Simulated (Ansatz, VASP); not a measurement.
**As in VASP and in Ansatz**

```
As
1.0
    -2.64931    2.64931    1.44525
     2.64931   -2.64931    1.44525
     2.64931    2.64931   -1.44525
As
2
Direct
  0.00000 0.00000 0.00000
  0.75000 0.25000 0.50000
```

Alike in both runs: task single point; functional PBEsol; k mesh 8 × 8 × 8; occupations gaussian, width 0.1 eV; no spin polarisation.

|  | VASP | Ansatz |
| --- | --- | --- |
| version | VASP 6.6.1 | Ansatz 0.2.0 |
| potentials or method | VASP PAW PBE potentials, release 64 (As), cutoff 520 eV | scalar-relativistic, plane waves, PAW |
| valence electrons in the cell | 10 | 30 |

```csv
,VASP,Ansatz,Ansatz less VASP
gap on the k mesh at the Fermi level (eV),none,none,-
pressure (GPa),-3.1,-3.3,-0.21
"traceless stress, the component that is largest in VASP (GPa)",-3.33,-3.30,+0.032
```

VASP's potentials were made for PBE, not for PBEsol. A gap of «none» marks a metal or a gap that the smearing closes. VASP's potentials hold 10 valence electrons a cell and Ansatz's 30, so a difference there can come from the potentials and not from the codes.
